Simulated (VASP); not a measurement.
# TaCo3: single point with LDA

The system is TaCo3.

```xyz
4
Lattice="3.5561 0.0000 0.0000 0.0000 3.5561 0.0000 0.0000 0.0000 3.5561" Properties=species:S:1:pos:R:3 pbc="T T T"
Ta    0.0000    0.0000    0.0000
Co    0.0000    1.7780    1.7780
Co    1.7780    0.0000    1.7780
Co    1.7780    1.7780    0.0000
```

```yaml
Program: VASP 6.6.1
Task: single point
Functional: LDA
Potentials_or_basis: VASP PAW LDA potentials, release 64 (Ta_pv, Co)
Cutoff: 520 eV
k_mesh: 6 × 6 × 6
Occupations: gaussian, width 0.05 eV
Spin: collinear spin, ferromagnetic start
Starting_moments: "[0.0, 2.5, 2.5, 2.5] μB"
```

* Pressure: 0.3 GPa
* Net moment: 0.06 μB per cell
* Valence electrons inside the program's atomic spheres: Ta 9.11; Co 8.55

Levels at points of the mesh, in eV from the Fermi level:
Spin up:
```tsv
k point	band 16	band 17	band 18	band 19	band 20	band 21	band 22	band 23
(0.00, 0.00, 0.00)	0.22	0.55	0.55	0.55	2.82	2.82	3.35	3.35
(0.50, 0.00, 0.00)	-0.83	-0.83	-0.80	-0.04	0.55	0.89	0.89	1.89
(0.50, 0.50, 0.00)	-1.20	-0.94	-0.94	-0.73	-0.53	1.69	1.69	2.14
(0.50, 0.50, 0.50)	-0.23	0.30	0.30	0.30	0.99	0.99	0.99	2.27
```
Spin down:
```tsv
k point	band 16	band 17	band 18	band 19	band 20	band 21	band 22	band 23
(0.00, 0.00, 0.00)	0.25	0.58	0.58	0.58	2.83	2.83	3.35	3.35
(0.50, 0.00, 0.00)	-0.81	-0.81	-0.78	-0.02	0.58	0.90	0.90	1.91
(0.50, 0.50, 0.00)	-1.17	-0.92	-0.92	-0.72	-0.51	1.69	1.69	2.15
(0.50, 0.50, 0.50)	-0.23	0.33	0.33	0.33	0.99	0.99	0.99	2.29
```

It took 31 s on 1 thread of Intel(R) Xeon(R) 6975P-C (Granite Rapids), on a shared host, peak memory 0.18 GiB.

Caveat: the starting moments collapsed, and a magnetic state may lie lower; spin-orbit coupling is left out, which moves the levels of the heavy elements.
